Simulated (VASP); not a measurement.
# GeP4 (Im-3m) in VASP: a series of runs

Runs on GeP4. Level: PBE. Tasks: single point.

Program: VASP 6.6.1. These are calculated values, not measurements. Logs are shortened: lines on timing, memory, paths and dates and some standing lists are left out, and cuts for length are marked.

## (1) The cell of the first run

The structure is cubic, space group Im-3m (No. 229). Conventional cell: a = 5.852 Å, b = 5.852 Å, c = 5.852 Å, α = 90.00°, β = 90.00°, γ = 90.00°. Ge (site symmetry m-3m) has 8 P at 2.53 Å within 3.3 Å. Within 3.3 Å of P (site symmetry -3m) lie 2 Ge at 2.53 Å and 6 P at 2.93 Å.

## (2) Single point, PBE

Contents of INCAR:

```
PREC = Accurate
ENCUT = 520
EDIFF = 1E-6
ISMEAR = 0
SIGMA = 0.1
LREAL = False
LASPH = True
NELM = 60
ALGO = Normal
ISIF = 2
LWAVE = False
LCHARG = True
GGA = PE
LELF = True
LVHAR = True
NBANDS = 25
```

Contents of KPOINTS:

```
regular mesh
0
Gamma
  4 4 4
```

Contents of POSCAR:

```
GeP4
1.0
   -2.9262117900      2.9262117900      2.9262117900
    2.9262117900     -2.9262117900      2.9262117900
    2.9262117900      2.9262117900     -2.9262117900
Ge P
1 4
Direct
    0.0000000000      0.0000000000      0.0000000000
    0.0000000000      0.0000000000      0.5000000000
    0.5000000000      0.0000000000      0.0000000000
    0.0000000000      0.5000000000      0.0000000000
    0.5000000000      0.5000000000      0.5000000000
```

Potentials or basis: VASP PAW PBE potentials, release 64 (Ge_d, P).

On the command line:

```console
$ cat potpaw_PBE.64/Ge_d/POTCAR potpaw_PBE.64/P/POTCAR > POTCAR
$ mpirun -np 1 vasp_std > vasp.out
```

OUTCAR:

```text
PREC = Accurate
   ENCUT = 520
   EDIFF = 1E-6
   ISMEAR = 0
   LREAL = False
   LASPH = True
   NELM = 60
   ISIF = 2
   GGA = PE

 ion  position               nearest neighbor table
   1  0.000  0.000  0.000-   2 2.53   3 2.53   4 2.53   5 2.53   2 2.53   4 2.53   3 2.53   5 2.53

   2  0.000  0.000  0.500-   1 2.53   1 2.53   4 2.93   5 2.93   3 2.93   4 2.93   3 2.93   5 2.93

   3  0.500  0.000  0.000-   1 2.53   1 2.53   4 2.93   5 2.93   5 2.93   2 2.93   2 2.93   4 2.93

   4  0.000  0.500  0.000-   1 2.53   1 2.53   3 2.93   5 2.93   2 2.93   2 2.93   5 2.93   3 2.93

   5  0.500  0.500  0.500-   1 2.53   1 2.53   3 2.93   4 2.93   3 2.93   4 2.93   2 2.93   2 2.93

  LATTYP: Found a body centered cubic cell.
 ALAT       =     5.8524235800

  Lattice vectors:

 A1 = (  -2.9262117900,   2.9262117900,   2.9262117900)
 A2 = (   2.9262117900,  -2.9262117900,   2.9262117900)
 A3 = (   2.9262117900,   2.9262117900,  -2.9262117900)

Analysis of symmetry for initial positions (statically):
=====================================================================
 Subroutine PRICEL returns:
 Original cell was already a primitive cell.

 Routine SETGRP: Setting up the symmetry group for a
 body centered cubic supercell.

 Subroutine GETGRP returns: Found 48 space group operations
 (whereof 48 operations were pure point group operations)
 out of a pool of 48 trial point group operations.

The static configuration has the point symmetry O_h .

Analysis of symmetry for dynamics (positions and initial velocities):
=====================================================================
 Subroutine PRICEL returns:
 Original cell was already a primitive cell.

 Routine SETGRP: Setting up the symmetry group for a
 body centered cubic supercell.

 Subroutine GETGRP returns: Found 48 space group operations
 (whereof 48 operations were pure point group operations)
 out of a pool of 48 trial point group operations.

The dynamic configuration has the point symmetry O_h .

 Subroutine INISYM returns: Found 48 space group operations
 (whereof 48 operations are pure point group operations),
 and found     1 'primitive' translations

----------------------------------------------------------------------------------------

                                     Primitive cell

  volume of cell :     100.2253

  direct lattice vectors                    reciprocal lattice vectors
    -2.926211790  2.926211790  2.926211790     0.000000000  0.170869382  0.170869382
     2.926211790 -2.926211790  2.926211790     0.170869382  0.000000000  0.170869382
     2.926211790  2.926211790 -2.926211790     0.170869382  0.170869382  0.000000000

  length of vectors
     5.068347494  5.068347494  5.068347494     0.241645797  0.241645797  0.241645797

  position of ions in fractional coordinates (direct lattice)
     0.000000000  0.000000000  0.000000000
     0.000000000  0.000000000  0.500000000
     0.500000000  0.000000000  0.000000000
     0.000000000  0.500000000  0.000000000
     0.500000000  0.500000000  0.500000000

  ion indices of the primitive-cell ions
   primitive index   ion index
                 1           1
                 2           2
                 3           3
                 4           4
                 5           5

----------------------------------------------------------------------------------------

 KPOINTS: regular mesh

Automatic generation of k-mesh.
 Grid dimensions read from file:
 generate k-points for:    4    4    4

 Generating k-lattice:

  Cartesian coordinates                     Fractional coordinates (reciprocal lattice)
     0.000000000  0.042717345  0.042717345     0.250000000  0.000000000  0.000000000
     0.042717345  0.000000000  0.042717345     0.000000000  0.250000000  0.000000000
     0.042717345  0.042717345  0.000000000     0.000000000  0.000000000  0.250000000

  Length of vectors
     0.060411449  0.060411449  0.060411449

  Shift w.r.t. Gamma in fractional coordinates (k-lattice)
     0.000000000  0.000000000  0.000000000

 Subroutine IBZKPT returns following result:
 ===========================================

 Found      8 irreducible k-points:

 Following reciprocal coordinates:
            Coordinates               Weight
  0.000000  0.000000  0.000000      1.000000
  0.250000  0.000000  0.000000     12.000000
  0.500000  0.000000  0.000000      6.000000
  0.250000  0.250000  0.000000     24.000000
  0.250000  0.250000  0.250000      2.000000
 -0.250000  0.250000  0.250000      6.000000
  0.500000  0.500000  0.250000     12.000000
  0.500000  0.500000  0.500000      1.000000
   k-points           NKPTS =      8   k-points in BZ     NKDIM =      8   number of bands    NBANDS=     25
   number of dos      NEDOS =    301   number of ions     NIONS =      5
   total plane-waves  NPLWV =  64000
   dimension x,y,z NGX =    40 NGY =   40 NGZ =   40
   dimension x,y,z NGXF=    80 NGYF=   80 NGZF=   80
   ions per type =               1   4
   NGX,Y,Z   is equivalent  to a cutoff of  13.12, 13.12, 13.12 a.u.
   NGXF,Y,Z  is equivalent  to a cutoff of  26.24, 26.24, 26.24 a.u.
 SYSTEM =  unknown system
   PREC   = accura    normal or accurate (medium, high low for compatibility)
   ISTART =      0    job   : 0-new  1-cont  2-samecut
   ICHARG =      2    charge: 1-file 2-atom 10-const
   ISPIN  =      1    spin polarized calculation?
   LNONCOLLINEAR =      F non collinear calculations
   LSORBIT =      F    spin-orbit coupling
   LASPH  =      T    aspherical Exc in radial PAW
   ENCUT  =  520.0 eV  38.22 Ry    6.18 a.u.   9.42  9.42  9.42*2*pi/ulx,y,z
   NELM   =     60;   NELMIN=  2; NELMDL= -5     # of ELM steps
   EDIFF  = 0.1E-05   stopping-criterion for ELM
   LREAL  =      F    real-space projection
   EDIFFG = 0.1E-04   stopping-criterion for IOM
   NSW    =      0    number of steps for IOM
   IBRION =     -1    ionic relax: 0-MD 1-quasi-New 2-CG
   NFREE  =      0    steps in history (QN), initial steepest desc. (CG)
   ISIF   =      2    stress and relaxation
   ISYM   =      2    0-nonsym 1-usesym 2-fastsym
   POTIM  = 0.5000    time-step for ionic-motion
   TEBEG  =    0.0;   TEEND  =   0.0 temperature during run
   PSTRESS=    0.0 pullay stress
   NELECT =      34.0000    total number of electrons
   NUPDOWN=      -1.0000    fix difference up-down
   EMIN   =  10.00;   EMAX   =-10.00  energy-range for DOS
   EFERMI =   0.00;   METHOD = LEGACY
   ISMEAR =     0;   SIGMA  =   0.10  broadening in eV -4-tet -1-fermi 0-gaus
   EFERMI_NEDOS =   21; number of points for ismear=-14 and -15
   IALGO  =     38    algorithm
   IMIX   =      4    mixing-type and parameters
     AMIX     =   0.40;   BMIX     =  1.00
     AMIX_MAG =   1.60;   BMIX_MAG =  1.00
  volume/ion in A,a.u.               =      20.05       135.27
  Fermi-wavevector in a.u.,A,eV,Ry     =   1.141761  2.157616 17.736817  1.303619
  Thomas-Fermi vector in A             =   2.278461
   LORBIT       =      0    0 simple, 1 ext, 2 COOP (PROOUT), +10 PAW based schemes
   GGA     = PE    functional components
   LHFCALC =     F    Hartree Fock is set to
   AEXX    =    0.0000 exact exchange contribution
   IVDW    =     0    specifies the selected vdW correction
   LEPSILON=     F    determine dielectric tensor
   LRPA    =     F    only Hartree local field effects (RPA)
 non-spin polarized calculation
 Gauss-broadening in eV      SIGMA  =   0.10
  energy-cutoff  :      520.00
  volume of cell :      100.23
 maximum number of plane-waves:      2731
 NGX is ok and might be reduce to    40
   NGX = 19   NGY = 19   NGZ = 19

 number of electron      34.0000016 magnetization

 Free energy of the ion-electron system (eV)
  ---------------------------------------------------
  ext. energy  EPLUGINS =         0.00000000
  ---------------------------------------------------
  free energy    TOTEN  =       -21.92460862 eV

  energy without entropy =      -21.91616772  energy(sigma->0) =      -21.92038817

 E-fermi :   5.6892     XC(G=0):  -9.9792

 val. band max:        5.5477145429   @ k =   0.2500   0.0000   0.0000
 cond. band min:       5.8048216928   @ k =   0.2500   0.2500   0.0000
 fundamental gap:      0.2571071499
 Fermi energy:         5.6891591075

 k-point     1 :       0.0000    0.0000    0.0000
  band No.  band energies     occupation
      1     -19.4478      2.00000
      2     -19.4478      2.00000
      3     -19.4478      2.00000
      4     -19.4155      2.00000
      5     -19.4155      2.00000
      6      -8.4864      2.00000
[... 17 lines left out ...]
     24      10.3174      0.00000
     25      11.8122      0.00000

 k-point     2 :       0.2500    0.0000    0.0000
  band No.  band energies     occupation
      1     -19.4479      2.00000
      2     -19.4472      2.00000
      3     -19.4465      2.00000
      4     -19.4156      2.00000
      5     -19.4155      2.00000
      6      -8.0574      2.00000
[... 17 lines left out ...]
     24       9.7909      0.00000
     25      11.4146      0.00000

 k-point     3 :       0.5000    0.0000    0.0000
  band No.  band energies     occupation
      1     -19.4479      2.00000
      2     -19.4466      2.00000
      3     -19.4451      2.00000
      4     -19.4156      2.00000
      5     -19.4156      2.00000
      6      -7.2184      2.00000
[... 17 lines left out ...]
     24      11.8667      0.00000
     25      12.4742      0.00000

 k-point     4 :       0.2500    0.2500    0.0000
  band No.  band energies     occupation
      1     -19.4475      2.00000
      2     -19.4466      2.00000
      3     -19.4456      2.00000
      4     -19.4156      2.00000
      5     -19.4156      2.00000
      6      -7.3110      2.00000
[... 17 lines left out ...]
     24      10.7266      0.00000
     25      11.4416      0.00000

 k-point     5 :       0.2500    0.2500    0.2500
  band No.  band energies     occupation
      1     -19.4466      2.00000
      2     -19.4466      2.00000
      3     -19.4466      2.00000
      4     -19.4156      2.00000
      5     -19.4156      2.00000
      6      -6.9351      2.00000
[... 17 lines left out ...]
     24      10.8724      0.00000
     25      10.8724      0.00000

 k-point     6 :      -0.2500    0.2500    0.2500
  band No.  band energies     occupation
      1     -19.4466      2.00000
      2     -19.4466      2.00000
      3     -19.4465      2.00000
      4     -19.4157      2.00000
      5     -19.4156      2.00000
      6      -7.6316      2.00000
[... 17 lines left out ...]
     24      10.5358      0.00000
     25      10.5361      0.00000

 k-point     7 :       0.5000    0.5000    0.2500
  band No.  band energies     occupation
      1     -19.4466      2.00000
      2     -19.4459      2.00000
      3     -19.4452      2.00000
      4     -19.4158      2.00000
      5     -19.4157      2.00000
      6      -6.7700      2.00000
[... 17 lines left out ...]
     24       9.5648      0.00000
     25      11.2102      0.00000

 k-point     8 :       0.5000    0.5000    0.5000
  band No.  band energies     occupation
      1     -19.4453      2.00000
      2     -19.4453      2.00000
      3     -19.4453      2.00000
      4     -19.4159      2.00000
      5     -19.4159      2.00000
      6      -5.5287      2.00000
[... 17 lines left out ...]
     24       9.2019      0.00000
     25       9.2019      0.00000

------------------------ aborting loop because EDIFF is reached ----------------------------------------

  FORCE on cell =-STRESS in cart. coord.  units (eV):
  Direction    XX          YY          ZZ          XY          YZ          ZX
  --------------------------------------------------------------------------------------
  -------------------------------------------------------------------------------------
  Total       -2.4501795     -2.4501795     -2.4501795      0.0000000      0.0000000     -0.0000000
  in kB      -39.1679847    -39.1679847    -39.1679847      0.0000000      0.0000000     -0.0000000
  external PRESSURE =     -39.1679847 kB  Pullay stress =       0.0000000 kB

 VOLUME and BASIS-vectors are now :
 -----------------------------------------------------------------------------
  energy-cutoff  :      520.00
  volume of cell :      100.23
      direct lattice vectors                 reciprocal lattice vectors
    -2.926211790  2.926211790  2.926211790     0.000000000  0.170869382  0.170869382
     2.926211790 -2.926211790  2.926211790     0.170869382  0.000000000  0.170869382
     2.926211790  2.926211790 -2.926211790     0.170869382  0.170869382  0.000000000

 POSITION                                       TOTAL-FORCE (eV/Angst)
 -----------------------------------------------------------------------------------
      0.00000      0.00000      0.00000         0.000000     -0.000000     -0.000000
      1.46311      1.46311     -1.46311        -0.000000     -0.000000      0.000000
     -1.46311      1.46311      1.46311        -0.000000      0.000000     -0.000000
      1.46311     -1.46311      1.46311         0.000000      0.000000      0.000000
      1.46311      1.46311      1.46311        -0.000000     -0.000000     -0.000000
 -----------------------------------------------------------------------------------
    total drift:                                0.000000     -0.000000      0.000000

  FREE ENERGIE OF THE ION-ELECTRON SYSTEM (eV)
  ---------------------------------------------------
  free  energy   TOTEN  =       -21.9246086153 eV

  energy  without entropy=      -21.9161677249  energy(sigma->0) =      -21.92038817
```

It took 13 s on 1 thread of Intel Xeon 6975P-C (Granite Rapids), shared host; peak memory 0.24 GiB.

What came out:

```yaml
Free_energy: -21.9246 eV
Pressure: -3.9 GPa
Band_gap_on_the_k_mesh: zero (band 17 reaches 7.26 eV, above the bottom of band 18 at 4.72 eV)
```

Levels at points of the mesh, in eV from the Fermi level:
| k point | band 14 | band 15 | band 16 | band 17 | band 18 | band 19 | band 20 | band 21 |
| --- | --- | --- | --- | --- | --- | --- | --- | --- |
| (0.00, 0.00, 0.00) | -3.44 | -3.44 | -3.44 | 1.57 | 1.57 | 1.57 | 2.52 | 2.52 |
| (0.50, 0.00, 0.00) | -1.82 | -1.78 | -1.41 | -1.12 | -0.15 | 0.45 | 1.17 | 1.66 |
| (0.50, 0.50, 0.50) | -2.47 | -2.47 | 1.24 | 1.24 | 1.24 | 2.75 | 2.75 | 2.75 |

Caveat: the k points lie up to 0.38 Å⁻¹ apart.

## (3) Single point, PBE

This run uses another cell than the first one, of 18.92 Å³/atom, 0.944 times its volume.

Contents of INCAR:

```
ALGO     = Normal         # electronic algorithm
EDIFF    = 1E-6           # SCF threshold, eV
ENCUT    = 520            # plane-wave cutoff, eV
GGA      = PE             # functional
ISIF     = 2              # what is computed and relaxed
ISMEAR   = 0              # smearing method
LASPH    = True           # aspherical terms in the spheres
LCHARG   = False          # write CHGCAR
LREAL    = False          # projectors in reciprocal space
LWAVE    = False          # write WAVECAR
NBANDS   = 25             # bands
NELM     = 100            # most SCF steps
PREC     = Accurate       # precision mode
SIGMA    = 0.1            # smearing width, eV
```

Contents of KPOINTS:

```
k-points
0
Gamma
  10 10 10
```

Edit POSCAR of step 2 so:

```diff
@@ -2,5 +2,5 @@
 1.0
-   -2.9262117900      2.9262117900      2.9262117900
-    2.9262117900     -2.9262117900      2.9262117900
-    2.9262117900      2.9262117900     -2.9262117900
+   -2.8701774812      2.8701774812      2.8701774812
+    2.8701774812     -2.8701774812      2.8701774812
+    2.8701774812      2.8701774812     -2.8701774812
 Ge P
```

Potentials or basis: VASP PAW PBE potentials, release 64 (Ge_d, P).

On the command line:

```console
$ cat potpaw_PBE.64/Ge_d/POTCAR potpaw_PBE.64/P/POTCAR > POTCAR
$ mpirun -np 1 vasp_std > vasp.out
```

Wall time 50 s (1 thread of Intel Xeon 6975P-C (Granite Rapids), shared host); peak memory 0.28 GiB.

The run converged. Its results:

- Free energy: -21.9864 eV
- Pressure: 0.0 GPa
- Band gap on the k mesh: zero (band 17 reaches 8.01 eV, above the bottom of band 18 at 5.40 eV)

Levels at points of the mesh, in eV from the Fermi level:
```
           k point  band 14  band 15  band 16  band 17  band 18  band 19  band 20  band 21
(0.00, 0.00, 0.00)    -3.64    -3.64    -3.64     1.73     1.73     1.73     2.31     2.31
(0.50, 0.00, 0.00)    -1.91    -1.68    -1.46    -1.14    -0.15     0.61     1.39     1.78
(0.50, 0.50, 0.50)    -2.57    -2.57     1.29     1.29     1.29     3.02     3.02     3.02
```
